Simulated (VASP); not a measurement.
Ni:

```
Ni
1.0
    -1.38372    1.38372    1.38372
     1.38372   -1.38372    1.38372
     1.38372    1.38372   -1.38372
Ni
1
Direct
  0.00000 0.00000 0.00000
```

This isn't the form of Ni at room conditions, which is fcc.

```yaml
Program: VASP 6.6.1
Task: relaxation of cell and atoms
Functional: LDA
Potentials_or_basis: VASP PAW LDA potentials, release 64 (Ni)
Cutoff: 600 eV
k_mesh: 13 × 13 × 13
Occupations: fermi-dirac, width 0.05 eV
Spin: collinear spin, ferromagnetic start
Starting_moments: "[1.0] μB"
```

At the start: pressure -11.0 GPa; volume 10.60 Å³/atom.

Problem. How do energy, volume and symmetry change on relaxing?

Solution. Over 3 steps the energy falls by 20.6 meV/atom and the volume is 10.04 Å³/atom (-5.3 %); space group Im-3m (No. 229, to 0.1 Å) before and after; moment 0.00 μB per cell.

The path:
```tsv
step	energy change (eV)	largest force (eV/Å)	pressure (GPa)	volume (Å³)
1	0.0000	0.0000	-10.99	10.60
2	0.0023	0.0000	15.51	9.52
3	-0.0206	0.0000	-0.10	10.04
```

Final structure:
```cif
data_structure
_symmetry_space_group_name_H-M 'P 1'
_symmetry_Int_Tables_number 1
_cell_length_a 2.3538
_cell_length_b 2.3538
_cell_length_c 2.3538
_cell_angle_alpha 109.471
_cell_angle_beta 109.471
_cell_angle_gamma 109.471
_cell_volume 10.04
loop_
_atom_site_label
_atom_site_type_symbol
_atom_site_fract_x
_atom_site_fract_y
_atom_site_fract_z
_atom_site_occupancy
Ni1 Ni 0.00000 0.00000 0.00000 1
```
